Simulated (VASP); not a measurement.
Input of a VASP 6.6.1 run:

The input INCAR:

```
PREC     = Accurate       # precision mode
ENCUT    = 520            # plane-wave cutoff, eV
EDIFF    = 1E-6           # SCF threshold, eV
ISMEAR   = 0              # smearing method
SIGMA    = 0.05           # smearing width, eV
LREAL    = False          # projectors in reciprocal space
LASPH    = True           # aspherical terms in the spheres
NELM     = 60             # most SCF steps
ALGO     = Fast           # electronic algorithm
ISIF     = 2              # what is computed and relaxed
LWAVE    = False          # write WAVECAR
LCHARG   = False          # write CHGCAR
GGA      = PE             # functional
NBANDS   = 12             # bands
```

File KPOINTS:

```
regular mesh
0
Gamma
  8 8 8
```

POSCAR

```
In
1.0
   -1.5970394603      1.5970394603      2.6816476930
    1.5970394603     -1.5970394603      2.6816476930
    1.5970394603      1.5970394603     -2.6816476930
In
1
Direct
    0.0000000000      0.0000000000      0.0000000000
```

Potentials or basis: VASP PAW PBE potentials, release 64 (In_d).

The run is started by

```sh
$ cat potpaw_PBE.64/In_d/POTCAR > POTCAR
$ mpirun -np 1 vasp_std > vasp.out
```

Question: Estimate the pressure.

Answer: 0.0 GPa.

Stress tensor (GPa, compression positive):
```
-0.09  0.00  0.00
 0.00 -0.09  0.00
 0.00  0.00  0.10
```
